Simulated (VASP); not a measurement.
Write the native input for VASP 6.6.1 that does the following.

```
Task                   : relaxation of cell and atoms
Functional             : PBE
Dispersion             : D3(BJ)
Potentials or basis    : VASP PAW PBE potentials, release 64 (B, As)
Cutoff                 : 500 eV
k mesh                 : 10 × 10 × 10
Occupations            : gaussian, width 0.02 eV
Spin                   : no spin polarisation
Target pressure        : 19.4 GPa
Dipole correction      : no
Further INCAR settings : ALGO = Normal; EDIFF = 1e-07; IBRION = 2; EDIFFG = -0.002; NSW = 100; ISIF = 3
```

The structure of BAs lies in POSCAR:

```
BAs
1.0
    0.0000000000      2.2955086194      2.2955086194
    2.2955086194      0.0000000000      2.2955086194
    2.2955086194      2.2955086194      0.0000000000
B As
1 1
Direct
    0.0000000000      0.0000000000      0.0000000000
    0.2500000000      0.2500000000      0.2500000000
```

One way to write it, as run:

INCAR

```
SYSTEM = BAs
  PREC = Accurate
  ENCUT = 500
  EDIFF = 1E-7
  ISMEAR = 0
  SIGMA = 0.02
  LREAL = .FALSE.
  LASPH = .TRUE.
  NELM = 120
  ALGO = Normal
  ISIF = 3
  LWAVE = .FALSE.
  LCHARG = .FALSE.
  GGA = PE
  IVDW = 12
  IBRION = 2
  NSW = 100
  EDIFFG = -0.002
  PSTRESS = 194.0
  GGA_COMPAT = .FALSE.
  NELMIN = 4
```

KPOINTS

```
Automatic mesh
0
G
  10 10 10
  0 0 0
```

Potentials or basis: VASP PAW PBE potentials, release 64 (B, As).

The run is started by

```console
$ cat potpaw_PBE.64/B/POTCAR potpaw_PBE.64/As/POTCAR > POTCAR
$ mpirun -np 1 vasp_std > vasp.out
```

It gave:

* Relaxed volume: 12.16 Å³/atom
* Relaxed cell: a = 3.252 Å, b = 3.252 Å, c = 3.252 Å, α = 60.00°, β = 60.00°, γ = 60.00°
* Space group after relaxing (to 0.1 Å): F-43m (No. 216)
* Energy change on relaxing (the run minimises the enthalpy): -8.1 meV/atom
* Ionic steps: 3
* Pressure after relaxing: 19.4 GPa
* Band gap on the k mesh: 1.05 eV (least direct gap 3.43 eV)
* Dispersion energy per atom: -0.370 eV

Caveat: the cell is relaxed towards a set pressure, so the run minimises the enthalpy, not the energy.

Wall time 31 s on 1 thread of Intel Xeon 8259CL (shared host), peak memory 0.15 GiB.
